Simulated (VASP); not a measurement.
Runs of VASP 6.6.1 on MoS2. The structure is that of space group P6_3/mmc (No. 194), or close to it. The cells are those of the table. 

```csv
cell,smearing,gap on the mesh (eV),pressure (GPa),largest force (eV/Å)
"a = 3.110, b = 3.110, c = 12.319 Å, angles 90.0, 90.0, 120.0°, 6 atoms",methfessel-paxton 0.133 eV,0.92,6.9,0.86
"a = 3.142, b = 3.142, c = 11.942 Å, angles 90.0, 90.0, 120.0°, 6 atoms",methfessel-paxton 0.0693 eV,(a),9.4,1.63
"a = 3.079, b = 3.079, c = 11.942 Å, angles 90.0, 90.0, 120.0°, 6 atoms",methfessel-paxton 0.109 eV,0.78,17.5,2.20
"a = 2.985, b = 2.985, c = 12.822 Å, angles 90.0, 90.0, 120.0°, 6 atoms",methfessel-paxton 0.2 eV,1.27,14.4,0.57
"a = 3.173, b = 3.173, c = 12.319 Å, angles 90.0, 90.0, 120.0°, 6 atoms",methfessel-paxton 0.115 eV,0.81,0.4,0.40
"a = 3.047, b = 3.047, c = 12.822 Å, angles 90.0, 90.0, 120.0°, 6 atoms",methfessel-paxton 0.172 eV,1.19,6.4,0.07
"a = 3.299, b = 3.299, c = 12.696 Å, angles 90.0, 90.0, 120.0°, 6 atoms",methfessel-paxton 0.0998 eV,0.70,(b),1.11
"a = 3.142, b = 3.142, c = 12.445 Å, angles 90.0, 90.0, 120.0°, 6 atoms",methfessel-paxton 0.136 eV,0.95,1.7,0.31
```

Alike in all rows: task single point; level PBEsol; potentials or basis VASP PAW PBE potentials, release 64 (Mo_sv, S); no spin polarisation; k mesh 12 × 12 × 2; cutoff (eV) 520.

Q: Estimate the missing entries.

A: (a) 0.50; (b) -12.7.

Caveats: the PAW data sets were made with another functional, which shifts forces and pressure a little; this functional lacks dispersion, which binds the layers, so the pressure and a relaxed spacing across them are unreliable; the cell stands under pressure (at least some runs); the cell stands under tension (at least some runs).

A k mesh can miss the band edges, and the runs leave out spin-orbit coupling on Mo.
